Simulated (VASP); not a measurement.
# LiCrN2 (R-3m) in VASP: single point with LDA

Aim: the single point of LiCrN2 with LDA.

All numbers are computed with VASP 6.6.1; they aren't measurements. Logs are shortened: lines on timing, memory, paths and dates and some standing lists are left out, and cuts for length are marked.

## (1) The cell of the first run

The structure is trigonal, space group R-3m (No. 166). The conventional cell has a = 2.637 Å, b = 2.637 Å, c = 14.270 Å, α = 90.00°, β = 90.00°, γ = 120.00°. Within 2.5 Å of N (site symmetry 3m) lie 3 Cr at 1.89 Å and 3 Li at 1.98 Å. Cr (site symmetry -3m) has 6 N at 1.89 Å within 2.5 Å. Within 2.7 Å of Li (site symmetry -3m) lie 6 N at 1.98 Å and 6 Li at 2.64 Å.

## (2) Single point, LDA, non-collinear spin, typed start, spin-orbit coupling

INCAR reads:

```
  PREC = Accurate
  ENCUT = 520
  EDIFF = 1E-6
  ISMEAR = -1
  SIGMA = 0.1
  LREAL = False
  LASPH = True
  NELM = 150
  ALGO = Normal
  ISIF = 2
  LWAVE = False
  LCHARG = False
  MAGMOM = 0 0 0 0 0 0 -0.855 0.494 2.833 0 0 0
  LORBIT = 11
  LSORBIT = True
  GGA_COMPAT = False
  LORBMOM = True
  LMAXMIX = 4
  GGA = CA
  NBANDS = 39
```

KPOINTS reads:

```
regular mesh
0
Gamma
  7 7 7
```

POSCAR reads:

```
LiCrN2
1.0
    2.6372093330      0.0000002777      0.0000002089
   -1.3186048965      2.2838901396     -0.0000000613
   -1.3186047107      0.7612963957      4.7568071899
N Cr Li
2 1 1
Direct
    0.2450006083      0.7549993974      0.7350018379
    0.7549993917      0.2450006026      0.2649981621
    0.5000000000      0.5000000000      0.5000000000
    0.0000000000      0.0000000000      0.0000000000
```

Potentials or basis: VASP PAW LDA potentials, release 64 (N, Cr_pv, Li_sv).

Launch:

```bash
> cat potpaw_LDA.64/N/POTCAR potpaw_LDA.64/Cr_pv/POTCAR potpaw_LDA.64/Li_sv/POTCAR > POTCAR
> mpirun -np 1 vasp_ncl > vasp.out
```

OUTCAR:

```text
PREC = Accurate
   ENCUT = 520
   EDIFF = 1E-6
   ISMEAR = -1
   LREAL = False
   LASPH = True
   NELM = 150
   ISIF = 2
   LORBIT = 11
   LSORBIT = True
   GGA = CA

 ion  position               nearest neighbor table
   1  0.245  0.755  0.735-   3 1.89   3 1.89   3 1.89   4 1.98   4 1.98   4 1.98
   2  0.755  0.245  0.265-   3 1.89   3 1.89   3 1.89   4 1.98   4 1.98   4 1.98
   3  0.500  0.500  0.500-   1 1.89   2 1.89   2 1.89   1 1.89   1 1.89   2 1.89   4 2.82   4 2.82
                             4 2.82   4 2.82   4 2.82   4 2.82
   4  0.000  0.000  0.000-   1 1.98   2 1.98   1 1.98   2 1.98   2 1.98   1 1.98   3 2.82   3 2.82
                             3 2.82   3 2.82   3 2.82   3 2.82

  LATTYP: Found a trigonal (rhomboedric) cell.
 ALAT       =     4.9945475498
 COS(alpha) =     0.8605986782

  Lattice vectors:

 A1 = (  -1.3186047107,   0.7612963957,   4.7568071899)
 A2 = (   0.0000001858,  -1.5225937439,   4.7568072512)
 A3 = (   1.3186046223,   0.7612966734,   4.7568073988)

Analysis of symmetry for initial positions (statically):
=====================================================================
 Subroutine PRICEL returns:
 Original cell was already a primitive cell.

 Routine SETGRP: Setting up the symmetry group for a
 trigonal (rhombohedral) supercell.

 Subroutine GETGRP returns: Found 12 space group operations
 (whereof 12 operations were pure point group operations)
 out of a pool of 12 trial point group operations.

The static configuration has the point symmetry D_3d.

Analysis of symmetry for dynamics (positions and initial velocities):
=====================================================================
 Subroutine PRICEL returns:
 Original cell was already a primitive cell.

 Routine SETGRP: Setting up the symmetry group for a
 trigonal (rhombohedral) supercell.

 Subroutine GETGRP returns: Found 12 space group operations
 (whereof 12 operations were pure point group operations)
 out of a pool of 12 trial point group operations.

The dynamic configuration has the point symmetry D_3d.

Analysis of structural, dynamic, and magnetic symmetry:
=====================================================================
 Subroutine PRICEL returns:
 Original cell was already a primitive cell.

 Routine SETGRP: Setting up the symmetry group for a
 trigonal (rhombohedral) supercell.

 Subroutine GETGRP returns: Found  2 space group operations
 (whereof  2 operations were pure point group operations)
 out of a pool of 12 trial point group operations.

The overall configuration has the point symmetry S_2 .

 Subroutine INISYM returns: Found  2 space group operations
 (whereof  2 operations are pure point group operations),
 and found     1 'primitive' translations

----------------------------------------------------------------------------------------

                                     Primitive cell

  volume of cell :      28.6507

  direct lattice vectors                    reciprocal lattice vectors
     2.637209333  0.000000278  0.000000209     0.379188680  0.218924739  0.070075021
    -1.318604896  2.283890140 -0.000000061    -0.000000041  0.437849407 -0.070074993
    -1.318604711  0.761296396  4.756807190    -0.000000017 -0.000000004  0.210225040

  length of vectors
     2.637209333  2.637209329  4.994547550     0.443421475  0.443421478  0.210225040

  position of ions in fractional coordinates (direct lattice)
     0.245000608  0.754999397  0.735001838
     0.754999392  0.245000603  0.264998162
     0.500000000  0.500000000  0.500000000
     0.000000000  0.000000000  0.000000000

  ion indices of the primitive-cell ions
   primitive index   ion index
                 1           1
                 2           2
                 3           3
                 4           4

----------------------------------------------------------------------------------------

 KPOINTS: regular mesh

[... 107 lines left out ...]
  ext. energy  EPLUGINS =         0.00000000
  ---------------------------------------------------
  free energy    TOTEN  =       -32.98201417 eV

  energy without entropy =      -32.89780153  energy(sigma->0) =      -32.93990785

 E-fermi :   8.4894     XC(G=0): -13.3295

 val. band max:        8.4869215838   @ k =   0.1429  -0.2857  -0.0000
 cond. band min:       8.4918423394   @ k =   0.1429   0.4286   0.0000
 fundamental gap:      0.0049207556
 Fermi energy:         8.4893930415

 k-point     1 :       0.0000    0.0000    0.0000
  band No.  band energies     occupation
      1     -35.7987      1.00000
      2     -35.7935      1.00000
      3     -34.8067      1.00000
      4     -34.7996      1.00000
      5     -34.7321      1.00000
      6     -34.7126      1.00000
[... 949 lines left out ...]
     36      13.2949      0.00000
     37      20.1907      0.00000

 [... further k-points ...]

 [bands above 37 left out]

------------------------ aborting loop because EDIFF is reached ----------------------------------------

  FORCE on cell =-STRESS in cart. coord.  units (eV):
  Direction    XX          YY          ZZ          XY          YZ          ZX
  --------------------------------------------------------------------------------------
  -------------------------------------------------------------------------------------
  Total        3.7565096      3.7565193      3.7753851      0.0000151     -0.0000839      0.0001308
  in kB      210.0678949    210.0684374    211.1234337      0.0008445     -0.0046910      0.0073130
  external PRESSURE =     210.4199220 kB  Pullay stress =       0.0000000 kB

 VOLUME and BASIS-vectors are now :
 -----------------------------------------------------------------------------
  energy-cutoff  :      520.00
  volume of cell :       28.65
      direct lattice vectors                 reciprocal lattice vectors
     2.637209333  0.000000278  0.000000209     0.379188680  0.218924739  0.070075021
    -1.318604896  2.283890140 -0.000000061    -0.000000041  0.437849407 -0.070074993
    -1.318604711  0.761296396  4.756807190    -0.000000017 -0.000000004  0.210225040

 POSITION                                       TOTAL-FORCE (eV/Angst)
 -----------------------------------------------------------------------------------
     -1.31860      2.28389      3.49626        -0.000003      0.000001      0.085564
      1.31860      0.76130      1.26055         0.000003     -0.000001     -0.085564
     -0.00000      1.52259      2.37840         0.000000      0.000000     -0.000000
      0.00000      0.00000      0.00000         0.000000     -0.000000      0.000000
 -----------------------------------------------------------------------------------
    total drift:                               -0.000000      0.000000      0.000000

  FREE ENERGIE OF THE ION-ELECTRON SYSTEM (eV)
  ---------------------------------------------------
  free  energy   TOTEN  =       -32.9820141719 eV

  energy  without entropy=      -32.8978015307  energy(sigma->0) =      -32.93990785

 orbital moment (x)

 # of ion     p       d       tot
 ----------------------------------------
  1         0.000   0.000   0.000
  2         0.000   0.000   0.000
  3         0.000   0.000   0.000
  4        -0.000   0.000  -0.000
 ----------------------------------------
            0.000   0.000   0.000

 orbital moment (y)

 # of ion     p       d       tot
 ----------------------------------------
  1        -0.000   0.000  -0.000
  2        -0.000   0.000  -0.000
  3        -0.000  -0.000  -0.000
  4         0.000   0.000   0.000
 ----------------------------------------
           -0.000  -0.000  -0.000

 orbital moment (z)

 # of ion     p       d       tot
 ----------------------------------------
  1        -0.000   0.000  -0.000
  2        -0.000   0.000  -0.000
  3         0.000  -0.000  -0.000
  4        -0.000   0.000  -0.000
 ----------------------------------------
           -0.000  -0.000  -0.000

 Spin-Orbit-Coupling matrix elements

 Ion:    1  E_soc:     -0.0001284
 l=   1
     0.0000000    -0.0000226    -0.0000191
    -0.0000226     0.0000000    -0.0000226
    -0.0000191    -0.0000226     0.0000000
 l=   2
     0.0000000     0.0000000     0.0000000     0.0000000     0.0000000
     0.0000000     0.0000000     0.0000000     0.0000000     0.0000000
     0.0000000     0.0000000     0.0000000     0.0000000     0.0000000
     0.0000000     0.0000000     0.0000000     0.0000000     0.0000000
     0.0000000     0.0000000     0.0000000     0.0000000     0.0000000
 l=   3
     0.0000000     0.0000000     0.0000000     0.0000000     0.0000000     0.0000000     0.0000000
     0.0000000     0.0000000     0.0000000     0.0000000     0.0000000     0.0000000     0.0000000
     0.0000000     0.0000000     0.0000000     0.0000000     0.0000000     0.0000000     0.0000000
     0.0000000     0.0000000     0.0000000     0.0000000     0.0000000     0.0000000     0.0000000
[... 49 lines left out ...]
 l=   2
     0.0000000     0.0000000     0.0000000     0.0000000     0.0000000
     0.0000000     0.0000000     0.0000000     0.0000000     0.0000000
     0.0000000     0.0000000     0.0000000     0.0000000     0.0000000
     0.0000000     0.0000000     0.0000000     0.0000000     0.0000000
     0.0000000     0.0000000     0.0000000     0.0000000     0.0000000
 l=   3
     0.0000000     0.0000000     0.0000000     0.0000000     0.0000000     0.0000000     0.0000000
     0.0000000     0.0000000     0.0000000     0.0000000     0.0000000     0.0000000     0.0000000
     0.0000000     0.0000000     0.0000000     0.0000000     0.0000000     0.0000000     0.0000000
     0.0000000     0.0000000     0.0000000     0.0000000     0.0000000     0.0000000     0.0000000
     0.0000000     0.0000000     0.0000000     0.0000000     0.0000000     0.0000000     0.0000000
     0.0000000     0.0000000     0.0000000     0.0000000     0.0000000     0.0000000     0.0000000
     0.0000000     0.0000000     0.0000000     0.0000000     0.0000000     0.0000000     0.0000000

 total charge

# of ion       s       p       d       tot
------------------------------------------
    1        1.279   2.438   0.000   3.717
    2        1.279   2.438   0.000   3.717
    3        0.434   6.650   4.463  11.548
    4        2.037   0.125   0.000   2.162
--------------------------------------------------
tot          5.029  11.651   4.463  21.144

 magnetization (x)

# of ion       s       p       d       tot
------------------------------------------
    1       -0.000  -0.000   0.000  -0.000
    2       -0.000  -0.000   0.000  -0.000
    3       -0.000  -0.000  -0.006  -0.007
    4       -0.000  -0.000   0.000  -0.000
--------------------------------------------------
tot         -0.000  -0.000  -0.006  -0.007

 magnetization (y)

# of ion       s       p       d       tot
------------------------------------------
    1        0.000   0.000   0.000   0.000
    2        0.000   0.000   0.000   0.000
    3        0.000   0.000   0.003   0.003
    4        0.000   0.000   0.000   0.000
--------------------------------------------------
tot          0.000   0.000   0.003   0.003

 magnetization (z)

# of ion       s       p       d       tot
------------------------------------------
    1        0.000   0.000   0.000   0.000
    2        0.000   0.000   0.000   0.000
    3        0.001   0.000   0.017   0.018
    4        0.000   0.000   0.000   0.000
--------------------------------------------------
tot          0.001   0.001   0.017   0.019
```

It took 15 min on 1 thread of Intel Xeon Platinum 8488C (Sapphire Rapids), shared host; peak memory 0.38 GiB.

Results:

```yaml
Free_energy: -32.9820 eV
Largest_force: 0.086 eV/Å
Net_moment: 0.02 μB per cell
Valence_electrons_inside_the_program's_atomic_spheres: N 3.72; Cr 11.55; Li 2.16
```

Forces on the atoms (eV/Å):
```
N    0.000  0.000  0.086
N    0.000  0.000 -0.086
Cr   0.000  0.000  0.000
Li   0.000  0.000  0.000
```

Moments on the atoms (μB; x, y, z):
```
N    0.00  0.00  0.00
N    0.00  0.00  0.00
Cr  -0.01  0.00  0.02
Li   0.00  0.00  0.00
```

Caveat: the k points lie up to 0.40 Å⁻¹ apart; the cutoff is under 1.25 times the usual one of these potentials, so pressure, stress and relaxed cells hold a basis-set (Pulay) error.
